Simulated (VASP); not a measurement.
# BP (Pm-3m) in VASP: a series of runs, part 2 of 2

VASP 6.6.1. Earlier steps stand in the parts before.

## (3) Relaxation of cell and atoms, PBE

This run uses another cell than the first one, of 13.88 Å³/atom, 1.360 times its volume.

INCAR

```
  ALGO = Normal
  EDIFF = 1E-6
  EDIFFG = -0.04
  ENCUT = 600
  GGA = PE
  IBRION = 2
  ISIF = 3
  ISMEAR = 0
  LASPH = T
  LCHARG = F
  LREAL = F
  LWAVE = F
  NELM = 100
  NSW = 90
  PREC = Accurate
  SIGMA = 0.1
```

KPOINTS

```
k-points
0
Gamma
  6 6 6
```

POSCAR

```
BP
1.0
    3.0281818700      0.0000000000      0.0000000000
    0.0000000000      3.0281818700      0.0000000000
    0.0000000000      0.0000000000      3.0281818700
B P
1 1
Direct
    0.0000000000      0.0000000000      0.0000000000
    0.5000000000      0.5000000000      0.5000000000
```

Potentials or basis: VASP PAW PBE potentials, release 64 (B, P).

Run with:

```console
cat potpaw_PBE.64/B/POTCAR potpaw_PBE.64/P/POTCAR > POTCAR
mpirun -np 1 vasp_std > vasp.out
```

OUTCAR:

```text
EDIFF = 1E-6
   EDIFFG = -0.04
   ENCUT = 600
   GGA = PE
   IBRION = 2
   ISIF = 3
   ISMEAR = 0
   LASPH = T
   LREAL = F
   NELM = 100
   NSW = 90
   PREC = Accurate

 ion  position               nearest neighbor table
   1  0.000  0.000  0.000-
   2  0.500  0.500  0.500-

  LATTYP: Found a simple cubic cell.
 ALAT       =     3.0281818700

  Lattice vectors:

 A1 = (   3.0281818700,   0.0000000000,   0.0000000000)
 A2 = (   0.0000000000,   3.0281818700,   0.0000000000)
 A3 = (   0.0000000000,   0.0000000000,   3.0281818700)

Analysis of symmetry for initial positions (statically):
=====================================================================
 Subroutine PRICEL returns:
 Original cell was already a primitive cell.

 Routine SETGRP: Setting up the symmetry group for a
 simple cubic supercell.

 Subroutine GETGRP returns: Found 48 space group operations
 (whereof 48 operations were pure point group operations)
 out of a pool of 48 trial point group operations.

The static configuration has the point symmetry O_h .

Analysis of symmetry for dynamics (positions and initial velocities):
=====================================================================
 Subroutine PRICEL returns:
 Original cell was already a primitive cell.

 Routine SETGRP: Setting up the symmetry group for a
 simple cubic supercell.

 Subroutine GETGRP returns: Found 48 space group operations
 (whereof 48 operations were pure point group operations)
 out of a pool of 48 trial point group operations.

The dynamic configuration has the point symmetry O_h .

 Subroutine INISYM returns: Found 48 space group operations
 (whereof 48 operations are pure point group operations),
 and found     1 'primitive' translations

----------------------------------------------------------------------------------------

                                     Primitive cell

  volume of cell :      27.7681

  direct lattice vectors                    reciprocal lattice vectors
     3.028181870  0.000000000  0.000000000     0.330231156  0.000000000  0.000000000
     0.000000000  3.028181870  0.000000000     0.000000000  0.330231156  0.000000000
     0.000000000  0.000000000  3.028181870     0.000000000  0.000000000  0.330231156

  length of vectors
     3.028181870  3.028181870  3.028181870     0.330231156  0.330231156  0.330231156

  position of ions in fractional coordinates (direct lattice)
     0.000000000  0.000000000  0.000000000
     0.500000000  0.500000000  0.500000000

  ion indices of the primitive-cell ions
   primitive index   ion index
                 1           1
                 2           2

----------------------------------------------------------------------------------------

 KPOINTS: k-points

Automatic generation of k-mesh.
 Grid dimensions read from file:
 generate k-points for:    6    6    6

 Generating k-lattice:

  Cartesian coordinates                     Fractional coordinates (reciprocal lattice)
     0.055038526  0.000000000  0.000000000     0.166666667  0.000000000  0.000000000
     0.000000000  0.055038526  0.000000000     0.000000000  0.166666667  0.000000000
     0.000000000  0.000000000  0.055038526     0.000000000  0.000000000  0.166666667

  Length of vectors
     0.055038526  0.055038526  0.055038526

  Shift w.r.t. Gamma in fractional coordinates (k-lattice)
     0.000000000  0.000000000  0.000000000

 Subroutine IBZKPT returns following result:
 ===========================================

 Found     20 irreducible k-points:

 Following reciprocal coordinates:
            Coordinates               Weight
  0.000000  0.000000  0.000000      1.000000
  0.166667  0.000000  0.000000      6.000000
  0.333333  0.000000  0.000000      6.000000
  0.500000  0.000000  0.000000      3.000000
  0.166667  0.166667  0.000000     12.000000
  0.333333  0.166667  0.000000     24.000000
[... 12 lines left out ...]
  0.500000  0.500000  0.333333      6.000000
  0.500000  0.500000  0.500000      1.000000
   k-points           NKPTS =     20   k-points in BZ     NKDIM =     20   number of bands    NBANDS=      8
   number of dos      NEDOS =    301   number of ions     NIONS =      2
   total plane-waves  NPLWV =  13824
   dimension x,y,z NGX =    24 NGY =   24 NGZ =   24
   dimension x,y,z NGXF=    48 NGYF=   48 NGZF=   48
   ions per type =               1   1
   NGX,Y,Z   is equivalent  to a cutoff of  13.18, 13.18, 13.18 a.u.
   NGXF,Y,Z  is equivalent  to a cutoff of  26.35, 26.35, 26.35 a.u.
 SYSTEM =  unknown system
   PREC   = accura    normal or accurate (medium, high low for compatibility)
   ISTART =      0    job   : 0-new  1-cont  2-samecut
   ICHARG =      2    charge: 1-file 2-atom 10-const
   ISPIN  =      1    spin polarized calculation?
   LNONCOLLINEAR =      F non collinear calculations
   LSORBIT =      F    spin-orbit coupling
   LASPH  =      T    aspherical Exc in radial PAW
   ENCUT  =  600.0 eV  44.10 Ry    6.64 a.u.   6.05  6.05  6.05*2*pi/ulx,y,z
   NELM   =    100;   NELMIN=  2; NELMDL= -5     # of ELM steps
   EDIFF  = 0.1E-05   stopping-criterion for ELM
   LREAL  =      F    real-space projection
   EDIFFG = -.4E-01   stopping-criterion for IOM
   NSW    =     90    number of steps for IOM
   IBRION =      2    ionic relax: 0-MD 1-quasi-New 2-CG
   NFREE  =      1    steps in history (QN), initial steepest desc. (CG)
   ISIF   =      3    stress and relaxation
   ISYM   =      2    0-nonsym 1-usesym 2-fastsym
   POTIM  = 0.5000    time-step for ionic-motion
   TEBEG  =    0.0;   TEEND  =   0.0 temperature during run
   PSTRESS=    0.0 pullay stress
   NELECT =       8.0000    total number of electrons
   NUPDOWN=      -1.0000    fix difference up-down
   EMIN   =  10.00;   EMAX   =-10.00  energy-range for DOS
   EFERMI =   0.00;   METHOD = LEGACY
   ISMEAR =     0;   SIGMA  =   0.10  broadening in eV -4-tet -1-fermi 0-gaus
   EFERMI_NEDOS =   21; number of points for ismear=-14 and -15
   IALGO  =     38    algorithm
   IMIX   =      4    mixing-type and parameters
     AMIX     =   0.40;   BMIX     =  1.00
     AMIX_MAG =   1.60;   BMIX_MAG =  1.00
  volume/ion in A,a.u.               =      13.88        93.69
  Fermi-wavevector in a.u.,A,eV,Ry     =   1.081242  2.043251 15.906354  1.169084
  Thomas-Fermi vector in A             =   2.217253
   LORBIT       =      0    0 simple, 1 ext, 2 COOP (PROOUT), +10 PAW based schemes
   GGA     = PE    functional components
   LHFCALC =     F    Hartree Fock is set to
   AEXX    =    0.0000 exact exchange contribution
   IVDW    =     0    specifies the selected vdW correction
   LEPSILON=     F    determine dielectric tensor
   LRPA    =     F    only Hartree local field effects (RPA)
 conjugate gradient relaxation of ions
 non-spin polarized calculation
 Gauss-broadening in eV      SIGMA  =   0.10
  energy-cutoff  :      600.00
  volume of cell :       27.77
 maximum number of plane-waves:       952
   NGX = 13   NGY = 13   NGZ = 13

--------------------------------------- Ionic step        1  -------------------------------------------

 number of electron       7.9999997 magnetization

 Free energy of the ion-electron system (eV)
  ---------------------------------------------------
  ext. energy  EPLUGINS =         0.00000000
  ---------------------------------------------------
  free energy    TOTEN  =        -8.59267343 eV

  energy without entropy =       -8.58663831  energy(sigma->0) =       -8.58965587

------------------------ aborting loop because EDIFF is reached ----------------------------------------

  FORCE on cell =-STRESS in cart. coord.  units (eV):
  Direction    XX          YY          ZZ          XY          YZ          ZX
  --------------------------------------------------------------------------------------
  -------------------------------------------------------------------------------------
  Total       -3.6835415     -3.6835415     -3.6835415      0.0000000      0.0000000     -0.0000000
  in kB     -212.5349162   -212.5349162   -212.5349162      0.0000000      0.0000000     -0.0000000
  external PRESSURE =    -212.5349162 kB  Pullay stress =       0.0000000 kB
[... 57 lines left out ...]
  energy  without entropy=       -9.2095706245  energy(sigma->0) =       -9.21270010

--------------------------------------- Ionic step        3  -------------------------------------------

 number of electron       8.0000001 magnetization

 Free energy of the ion-electron system (eV)
  ---------------------------------------------------
  ext. energy  EPLUGINS =         0.00000000
  ---------------------------------------------------
  free energy    TOTEN  =        -9.22364241 eV

  energy without entropy =       -9.21724950  energy(sigma->0) =       -9.22044596

 E-fermi :   9.9543     XC(G=0): -12.0419

 val. band max:        9.7480195764   @ k =   0.1667   0.1667   0.0000
 cond. band min:       9.9760843015   @ k =   0.5000   0.1667   0.0000
 fundamental gap:      0.2280647252
 Fermi energy:         9.9543149343

 k-point     1 :       0.0000    0.0000    0.0000
  band No.  band energies     occupation
      1      -7.1069      2.00000
      2       8.8017      2.00000
      3       8.8017      2.00000
      4       8.8017      2.00000
      5      11.8676      0.00000
      6      14.3177      0.00000
      7      14.3177      0.00000
      8      20.5401      0.00000
[... 236 lines left out ...]
  FREE ENERGIE OF THE ION-ELECTRON SYSTEM (eV)
  ---------------------------------------------------
  free  energy   TOTEN  =        -9.2236424093 eV

  energy  without entropy=       -9.2172495035  energy(sigma->0) =       -9.22044596

 reached required accuracy - stopping structural energy minimisation
```

OSZICAR:

```text
N       E                     dE             d eps       ncg     rms          rms(c)
DAV:   1     0.973234442327E+01    0.97323E+01   -0.40799E+03   320   0.974E+02
DAV:   2    -0.842539636412E+01   -0.18158E+02   -0.17858E+02   536   0.975E+01
DAV:   3    -0.863595548757E+01   -0.21056E+00   -0.21025E+00   336   0.132E+01
[... 21 lines left out ...]
DAV:   2    -0.922513085684E+01    0.57295E-02   -0.15076E-02   352   0.748E-01    0.315E-01
DAV:   3    -0.922396923284E+01    0.11616E-02   -0.10748E-03   328   0.269E-01    0.127E-01
DAV:   4    -0.922364284508E+01    0.32639E-03   -0.39316E-04   368   0.153E-01    0.331E-02
DAV:   5    -0.922364178024E+01    0.10648E-05   -0.96819E-06   336   0.193E-02    0.157E-02
DAV:   6    -0.922364240932E+01   -0.62909E-06   -0.10504E-06   160   0.686E-03
   3 F= -.92236424E+01 E0= -.92204460E+01  d E =-.630969E+00
```

CONTCAR:

```text
BP
   1.00000000000000
     2.7304796364371740   -0.0000000000000000   -0.0000000000000000
     0.0000000000000000    2.7304796364371740   -0.0000000000000000
    -0.0000000000000000    0.0000000000000000    2.7304796364371740
  B               P
     1     1
Direct
     0.0000000000000000    0.0000000000000000    0.0000000000000000
     0.5000000000000000    0.5000000000000000    0.5000000000000000

  0.00000000E+00  0.00000000E+00  0.00000000E+00
  0.00000000E+00  0.00000000E+00  0.00000000E+00
```

Run time: 5.4 s. Hardware: 1 thread of Intel Xeon Platinum 8488C (Sapphire Rapids), shared host; peak memory 0.13 GiB.

Results:

```yaml
Free_energy: -9.2236 eV
Relaxed_volume: 10.18 Å³/atom
Relaxed_cell: a = 2.730 Å, b = 2.730 Å, c = 2.730 Å, α = 90.00°, β = 90.00°, γ = 90.00°
Space_group_after_relaxing_to_0.05_Å: Pm-3m (No. 221)
Energy_gained_by_relaxing: 315.5 meV/atom
Ionic_steps: 3
Pressure_after_relaxing: 0.2 GPa
```

The path:
| step | energy change (eV) | largest force (eV/Å) | pressure (GPa) | volume (Å³) |
| --- | --- | --- | --- | --- |
| 1 | 0.0000 | 0.0000 | -21.25 | 27.77 |
| 2 | -0.6232 | 0.0000 | -3.88 | 21.00 |
| 3 | -0.6310 | 0.0000 | 0.19 | 20.36 |

Final structure:
```xyz
2
Lattice="2.7305 0.0000 0.0000 0.0000 2.7305 0.0000 0.0000 0.0000 2.7305" Properties=species:S:1:pos:R:3 pbc="T T T"
B     0.0000    0.0000    0.0000
P     1.3652    1.3652    1.3652
```

Levels at points of the mesh, in eV from the Fermi level:
```tsv
k point	band 1	band 2	band 3	band 4	band 5	band 6	band 7	band 8
(0.00, 0.00, 0.00)	-17.06	-1.15	-1.15	-1.15	1.91	4.36	4.36	10.59
(0.50, 0.00, 0.00)	-13.43	-11.39	2.77	2.77	3.29	3.29	4.86	6.00
(0.50, 0.50, 0.00)	-9.37	-8.05	-8.05	-6.10	4.94	5.34	8.18	8.18
(0.50, 0.50, 0.50)	-5.76	-3.76	-3.76	-3.76	-3.10	-3.10	-3.10	-1.73
```

Caveat: the volume moved by over 15 % at a fixed basis, so the end points are rough; the bands computed are all filled at some k points, so no gap is given.
